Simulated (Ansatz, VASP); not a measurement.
# One calculation of VSi2, two programs

```xyz
9
Lattice="4.5651 0.0000 0.0000 -2.2825 3.9535 0.0000 0.0000 0.0000 6.3676" Properties=species:S:1:pos:R:3 pbc="T T T"
V    -1.1413    1.9767    1.0613
V     1.1413    1.9767    5.3064
V     2.2825    0.0000    3.1838
Si    2.2825    2.6662    3.1838
Si   -1.1678    3.3098    5.3064
Si    1.1678    3.3098    1.0613
Si    0.0000    1.2872    3.1838
Si    3.4503    0.6436    5.3064
Si    1.1148    0.6436    1.0613
```

Alike in both runs: functional PBE; k mesh 12 × 12 × 6; occupations gaussian, width 0.1 eV; no spin polarisation.

Ansatz relaxed the structure, and its values are those at the end. VASP's run is a single point on that final structure, the one shown.

|  | VASP | Ansatz |
| --- | --- | --- |
| version | VASP 6.6.1 | Ansatz 0.2.0 |
| potentials or method | VASP PAW PBE potentials, release 64 (V_sv, Si), cutoff 520 eV | scalar-relativistic, plane waves, PAW |
| valence electrons in the cell | 63 | 63 |

Ansatz gave:

| Property | Result |
| --- | --- |
| gap on the k mesh at the Fermi level (eV) | none |
| pressure (GPa) | 0.0 |

What did VASP give for the same quantities?

gap on the k mesh at the Fermi level (eV): none; pressure (GPa): 0.1.

A gap of «none» marks a metal or a gap that the smearing closes.
